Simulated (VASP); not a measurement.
Crystal: BN.

```
N B
1.0
     0.00000    1.84856    1.84856
     1.84856    0.00000    1.84856
     1.84856    1.84856    0.00000
N B
1 1
Direct
  0.25000 0.25000 0.25000
  0.00000 0.00000 0.00000
```

| Property | Result |
| --- | --- |
| Program | VASP 6.6.1 |
| Task | relaxation of cell and atoms |
| Functional | LAK |
| Potentials or basis | VASP PAW PBE potentials, release 64 (N, B) |
| Cutoff | 600 eV |
| k mesh | 8 × 8 × 8 |
| Occupations | gaussian, width 0.03 eV |
| Spin | no spin polarisation |

At the start: pressure -19.7 GPa; volume 6.32 Å³/atom.

Q: Where does the relaxation end?

A: Over 7 steps the energy falls by 21.9 meV/atom and the volume is 5.97 Å³/atom (-5.5 %); space group F-43m (No. 216, to 0.1 Å) before and after.

Step by step:
```tsv
step	energy change (eV)	largest force (eV/Å)	pressure (GPa)	volume (Å³)
1	0.0000	0.0000	-19.71	12.63
2	0.0039	0.0000	24.57	11.27
3	-0.0451	0.0000	-0.19	11.94
4	-0.0451	0.0000	0.25	11.93
5	-0.0451	0.0000	-0.21	11.94
6	-0.0451	0.0000	0.00	11.93
7	-0.0437	0.0000	-0.07	11.93
```

Final structure:
```
CELL_PARAMETERS angstrom
0.00000 1.81377 1.81377
1.81377 0.00000 1.81377
1.81377 1.81377 0.00000
ATOMIC_POSITIONS crystal
N 0.25000 0.25000 0.25000
B 0.00000 0.00000 0.00000
```

Caveat: the PAW data sets were made with another functional, which shifts forces and pressure a little.
